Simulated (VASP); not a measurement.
# ZnS (P6_3mc) in VASP: notebook, part 3 of 3

VASP 6.6.1. The steps go on from the part before.

## 5. Single point, PBEsol (equal xx and yy strain of +1 %)

INCAR

```
  PREC = Accurate
  ENCUT = 500
  EDIFF = 1E-6
  ISMEAR = -1
  SIGMA = 0.03
  LREAL = False
  LASPH = True
  NELM = 120
  ALGO = Normal
  ISIF = 2
  LWAVE = False
  LCHARG = False
  GGA = PS
  NBANDS = 26
  GGA_COMPAT = False
```

KPOINTS

```
regular mesh
0
Gamma
  8 8 5
```

POSCAR

```
ZnS
1.0
    3.8491087694      0.0000000000      0.0000000000
   -1.9245543847      3.3334259762      0.0000000000
    0.0000000000      0.0000000000      6.2340000000
Zn S
2 2
Direct
    0.3333333333      0.6666666667      0.0000000000
    0.6666666667      0.3333333333      0.5000000000
    0.3333333333      0.6666666667      0.3850000000
    0.6666666667      0.3333333333      0.8850000000
```

Potentials or basis: VASP PAW PBE potentials, release 64 (Zn, S).

Launch:

```console
$ cat potpaw_PBE.64/Zn/POTCAR potpaw_PBE.64/S/POTCAR > POTCAR
$ mpirun -np 1 vasp_std > vasp.out
```

OUTCAR:

```text
PREC = Accurate
   ENCUT = 500
   EDIFF = 1E-6
   ISMEAR = -1
   LREAL = False
   LASPH = True
   NELM = 120
   ISIF = 2
   GGA = PS

 ion  position               nearest neighbor table
   1  0.333  0.667  0.000-   4 2.34   4 2.34   4 2.34   3 2.40
   2  0.667  0.333  0.500-   3 2.34   3 2.34   3 2.34   4 2.40
   3  0.333  0.667  0.385-   2 2.34   2 2.34   2 2.34   1 2.40
   4  0.667  0.333  0.885-   1 2.34   1 2.34   1 2.34   2 2.40

  LATTYP: Found a hexagonal cell.
 ALAT       =     3.8491087694
[... 888 lines left out ...]
     25      10.7020      0.00000
     26      11.1564      0.00000

 [... further k-points ...]
[... 5 lines left out ...]
  --------------------------------------------------------------------------------------
  -------------------------------------------------------------------------------------
  Total       -1.2182444     -1.2182444     -1.4229138      0.0000000      0.0000000      0.0000000
  in kB      -24.4021000    -24.4021000    -28.5017395      0.0000000      0.0000000      0.0000000
  external PRESSURE =     -25.7686465 kB  Pullay stress =       0.0000000 kB

 VOLUME and BASIS-vectors are now :
 -----------------------------------------------------------------------------
  energy-cutoff  :      500.00
  volume of cell :       79.99
      direct lattice vectors                 reciprocal lattice vectors
     3.849108769  0.000000000  0.000000000     0.259800401  0.149995831  0.000000000
    -1.924554385  3.333425976  0.000000000     0.000000000  0.299991662  0.000000000
     0.000000000  0.000000000  6.234000000     0.000000000  0.000000000  0.160410651

 POSITION                                       TOTAL-FORCE (eV/Angst)
 -----------------------------------------------------------------------------------
     -0.00000      2.22228      0.00000        -0.000000     -0.000000      0.244923
      1.92455      1.11114      3.11700         0.000000      0.000000      0.244923
     -0.00000      2.22228      2.40009        -0.000000      0.000000     -0.244923
      1.92455      1.11114      5.51709        -0.000000      0.000000     -0.244923
 -----------------------------------------------------------------------------------
    total drift:                               -0.000000     -0.000001     -0.000138

  FREE ENERGIE OF THE ION-ELECTRON SYSTEM (eV)
  ---------------------------------------------------
  free  energy   TOTEN  =       -15.1270796693 eV

  energy  without entropy=      -15.1270796693  energy(sigma->0) =      -15.12707967
```

Wall time 45 s (1 thread of AMD EPYC 7R43 (Zen 3), shared host); peak memory 0.17 GiB.

Results:

| Item | Value |
| --- | --- |
| Free energy | -15.1271 eV |
| Pressure | -2.6 GPa |
| Largest force | 0.245 eV/Å |
| Band gap on the k mesh | 2.00 eV, direct |

Forces on the atoms (eV/Å):
```
Zn   0.000  0.000  0.245
Zn   0.000  0.000  0.245
S    0.000  0.000 -0.245
S    0.000  0.000 -0.245
```

Caveat: the cell differs from its parent crystal (equal xx and yy strain of +1 %); the PAW data sets were made with another functional, which shifts forces and pressure a little.

## 6. Single point, PBEsol (volume scaled by 0.96)

INCAR

```
SYSTEM = ZnS
PREC = Accurate
ENCUT = 520
EDIFF = 1E-6
ISMEAR = -1
SIGMA = 0.03
LREAL = .False.
LASPH = .True.
NELM = 60
ALGO = Normal
ISIF = 2
LWAVE = .False.
LCHARG = .False.
GGA = PS
NBANDS = 26
```

KPOINTS

```
regular mesh
0
Gamma
  8 8 5
  0 0 0
```

POSCAR

```
ZnS
1.0
    3.7594924842      0.0000000000      0.0000000000
   -1.8797462421      3.2558159966      0.0000000000
    0.0000000000      0.0000000000      6.1497464286
Zn S
2 2
Direct
    0.3333333333      0.6666666667      0.0000000000
    0.6666666667      0.3333333333      0.5000000000
    0.3333333333      0.6666666667      0.3850000000
    0.6666666667      0.3333333333      0.8850000000
```

Potentials or basis: VASP PAW PBE potentials, release 64 (Zn, S).

Launch:

```console
$ cat potpaw_PBE.64/Zn/POTCAR potpaw_PBE.64/S/POTCAR > POTCAR
$ mpirun -np 1 vasp_std > vasp.out
```

OUTCAR:

```text
SYSTEM = ZnS
   PREC = Accurate
   ENCUT = 520
   EDIFF = 1E-6
   ISMEAR = -1
   LREAL = .False.
   LASPH = .True.
   NELM = 60
   ISIF = 2
   GGA = PS

 ion  position               nearest neighbor table
   1  0.333  0.667  0.000-   4 2.28   4 2.28   4 2.28   3 2.37
   2  0.667  0.333  0.500-   3 2.28   3 2.28   3 2.28   4 2.37
   3  0.333  0.667  0.385-   2 2.28   2 2.28   2 2.28   1 2.37
   4  0.667  0.333  0.885-   1 2.28   1 2.28   1 2.28   2 2.37

  LATTYP: Found a hexagonal cell.
 ALAT       =     3.7594924842
 C/A-ratio  =     1.6357916539

[... 887 lines left out ...]
     26      11.8937      0.00000

 [... further k-points ...]
[... 5 lines left out ...]
  --------------------------------------------------------------------------------------
  -------------------------------------------------------------------------------------
  Total        1.4249336      1.4249336      0.2585201      0.0000000      0.0000000      0.0000000
  in kB       30.3290588     30.3290588      5.5024819      0.0000000      0.0000000      0.0000000
  external PRESSURE =      22.0535332 kB  Pullay stress =       0.0000000 kB

 VOLUME and BASIS-vectors are now :
 -----------------------------------------------------------------------------
  energy-cutoff  :      520.00
  volume of cell :       75.27
      direct lattice vectors                 reciprocal lattice vectors
     3.759492484  0.000000000  0.000000000     0.265993350  0.153571332  0.000000000
    -1.879746242  3.255815997  0.000000000     0.000000000  0.307142664  0.000000000
     0.000000000  0.000000000  6.149746429     0.000000000  0.000000000  0.162608331

 POSITION                                       TOTAL-FORCE (eV/Angst)
 -----------------------------------------------------------------------------------
     -0.00000      2.17054      0.00000         0.000000     -0.000000      0.359966
      1.87975      1.08527      3.07487        -0.000000      0.000000      0.359966
     -0.00000      2.17054      2.36765         0.000000     -0.000000     -0.359966
      1.87975      1.08527      5.44253        -0.000000      0.000000     -0.359966
 -----------------------------------------------------------------------------------
    total drift:                               -0.000001     -0.000001      0.000860

  FREE ENERGIE OF THE ION-ELECTRON SYSTEM (eV)
  ---------------------------------------------------
  free  energy   TOTEN  =       -15.1315177965 eV

  energy  without entropy=      -15.1315177964  energy(sigma->0) =      -15.13151780
```

OSZICAR:

```text
N       E                     dE             d eps       ncg     rms          rms(c)
DAV:   1     0.246151489832E+03    0.24615E+03   -0.17239E+04  1560   0.170E+03
DAV:   2     0.918381634570E+01   -0.23697E+03   -0.22707E+03  1568   0.357E+02
DAV:   3    -0.153393719370E+02   -0.24523E+02   -0.24265E+02  1860   0.113E+02
DAV:   4    -0.159509510282E+02   -0.61158E+00   -0.61026E+00  1838   0.178E+01
DAV:   5    -0.159598099356E+02   -0.88589E-02   -0.88568E-02  1896   0.216E+00    0.104E+01
DAV:   6    -0.151439528746E+02    0.81586E+00   -0.18047E+00  2050   0.413E+01    0.792E+00
DAV:   7    -0.151422954058E+02    0.16575E-02   -0.12951E+00  1662   0.705E+00    0.338E+00
DAV:   8    -0.151320149332E+02    0.10280E-01   -0.30756E-02  1986   0.165E+00    0.896E-01
DAV:   9    -0.151313221357E+02    0.69280E-03   -0.10836E-02  2124   0.145E+00    0.224E-01
DAV:  10    -0.151314016562E+02   -0.79521E-04   -0.52790E-04  1878   0.326E-01    0.116E-01
DAV:  11    -0.151315174498E+02   -0.11579E-03   -0.17376E-04  1630   0.883E-02    0.382E-02
DAV:  12    -0.151315177965E+02   -0.34664E-06   -0.44816E-06  1978   0.408E-02
   1 F= -.15131518E+02 E0= -.15131518E+02  d E =-.528048E-10
```

It took 40 s on 1 thread of Intel Xeon Platinum 8259CL at 2.50GHz (Skylake/Cascade Lake), shared host; peak memory 0.2 GiB.

What came out:

| Property | Result |
| --- | --- |
| Free energy | -15.1315 eV |
| Pressure | 2.2 GPa |
| Largest force | 0.360 eV/Å |
| Band gap on the k mesh | 2.31 eV, direct |

Forces on the atoms (eV/Å):
```
Zn   0.000  0.000  0.360
Zn   0.000  0.000  0.360
S    0.000  0.000 -0.360
S    0.000  0.000 -0.360
```

Caveat: the PAW data sets were made with another functional, which shifts forces and pressure a little.

## 7. The runs side by side

| cell | cutoff (eV) | gap on the mesh (eV) | pressure (GPa) | largest force (eV/Å) |
| --- | --- | --- | --- | --- |
| a = 3.811, b = 3.811, c = 6.109 Å, angles 90.0, 90.0, 120.0°, 4 atoms | 520 | 2.18 | 0.3 | 0.22 |
| a = 3.811, b = 3.811, c = 6.359 Å, angles 90.0, 90.0, 120.0°, 4 atoms | 520 | 2.01 | -2.3 | 0.35 |
| a = 3.773, b = 3.773, c = 6.234 Å, angles 90.0, 90.0, 120.0°, 4 atoms | 500 | 2.20 | 0.6 | 0.38 |
| a = 3.849, b = 3.849, c = 6.234 Å, angles 90.0, 90.0, 120.0°, 4 atoms | 500 | 2.00 | -2.6 | 0.24 |
| a = 3.759, b = 3.759, c = 6.150 Å, angles 90.0, 90.0, 120.0°, 4 atoms | 520 | 2.31 | 2.2 | 0.36 |

Alike in all rows: task single point; level PBEsol; potentials or basis VASP PAW PBE potentials, release 64 (Zn, S); no spin polarisation; k mesh 8 × 8 × 5; smearing fermi-dirac 0.03 eV.

Caveats: the PAW data sets were made with another functional, which shifts forces and pressure a little.

Total energies depend on the potentials used, so only differences within one code and one set of settings carry meaning.
